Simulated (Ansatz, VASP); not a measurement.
**BaTiO3: VASP beside Ansatz**

Contents of INCAR:

```
SYSTEM = BaTiO3
ALGO = Normal ; EDIFF = 1E-6
ENCUT = 520 ; GGA = PS
ISIF = 2 ; ISMEAR = 0
LASPH = .True. ; LCHARG = .True.
LELF = .True. ; LREAL = .False.
LVHAR = .True. ; LWAVE = .False.
NBANDS = 28 ; NELM = 100
PREC = Accurate ; SIGMA = 0.02
```

KPOINTS

```
k-points
0
Gamma
  8 8 8
  0 0 0
```

POSCAR

```
BaTiO3
1.0
    4.0741531679      0.0000000000      0.0000000000
    0.0000000000      4.0741531679      0.0000000000
    0.0000000000      0.0000000000      3.9197279262
Ba Ti O
1 1 3
Direct
    0.5000000000      0.5000000000      0.5768251875
    0.0000000000      0.0000000000      0.0856002311
    0.0000000000      0.5000000000      0.0675449126
    0.5000000000      0.0000000000      0.0675449126
    0.0000000000      0.0000000000      0.5624817462
```

Input for Ansatz:

```yaml
crystal:
  lattice:
    - [4.0741531679, 0.0, 0.0]
    - [0.0, 4.0741531679, 0.0]
    - [0.0, 0.0, 3.9197279262]
  atoms:
    - { symbol: Ba, position: [0.5, 0.5, 0.5768251875] }
    - { symbol: Ti, position: [0.0, 0.0, 0.0856002311] }
    - { symbol: O, position: [0.0, 0.5, 0.0675449126] }
    - { symbol: O, position: [0.5, 0.0, 0.0675449126] }
    - { symbol: O, position: [0.0, 0.0, 0.5624817462] }
basis:
  ecutwfc: 420
kpoints:
  mp_grid: { grid: [8, 8, 8] }
  band_path: { path: [VBM, CBM], npoints: 2 }
hamiltonian:
  xc: pbesol
scf:
  occupations: { method: gaussian, width: 0.02 }
output:
  forces: true
  stress: true
  eigenvalues: true
checkpoint:
  read: start.run
  write: ck
  compress: false
  write_wavefunctions: false
  write_every: 100000
```

Alike in both runs: task single point; functional PBEsol; k mesh 8 × 8 × 8; occupations gaussian, width 0.02 eV; no spin polarisation.

```csv
,VASP,Ansatz
version,VASP 6.6.1,Ansatz 0.2.0
potentials or method,"VASP PAW PBE potentials, release 64 (Ba_sv, Ti_sv, O), cutoff 520 eV","scalar-relativistic, plane waves, PAW"
valence electrons in the cell,40,40
```

Ansatz gave:

- gap on the k mesh at the Fermi level (eV): 1.71
- least direct gap on the mesh (eV): 1.89
- pressure (GPa): -5.5
- traceless stress, the component that is largest in VASP (GPa): 5.53
- rms of the force components (eV/Å): 0.000

Problem. What did VASP give for the same quantities?

Solution. gap on the k mesh at the Fermi level (eV): 1.65; least direct gap on the mesh (eV): 1.86; pressure (GPa): -3.8; traceless stress, the component that is largest in VASP (GPa): 5.72; rms of the force components (eV/Å): 0.014.

VASP's potentials were made for PBE, not for PBEsol. Atom by atom the forces differ by 0.014 eV/Å (rms over components).

Spin-orbit coupling is off throughout.
